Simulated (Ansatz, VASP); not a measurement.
One calculation of Ir, two programs

```
Ir
1.0
     0.00000    1.90609    1.90609
     1.90609    0.00000    1.90609
     1.90609    1.90609    0.00000
Ir
1
Direct
  0.00000 0.00000 0.00000
```

Alike in both runs: task single point; functional LDA; k mesh 14 × 14 × 14; occupations gaussian, width 1 eV; no spin polarisation.

|  | VASP | Ansatz |
| --- | --- | --- |
| version | VASP 6.6.1 | Ansatz 0.2.0 |
| potentials or method | VASP PAW LDA potentials, release 64 (Ir), cutoff 520 eV | plane waves (420 eV) with PAW, scalar-relativistic |
| valence electrons in the cell | 9 | 17 |

VASP gave:

- pressure (GPa): 7.1

Task: What did Ansatz give for the same quantities?

Result: Pressure (GPa): 4.5.

Ansatz warns that its potentials were made for another functional, while VASP's fit it. LDA's correlation is that of Perdew and Zunger in VASP and of Perdew and Wang (1992) in Ansatz. VASP's potentials hold 9 valence electrons a cell and Ansatz's 17, so a difference there can come from the potentials and not from the codes.

Spin-orbit coupling is off throughout.
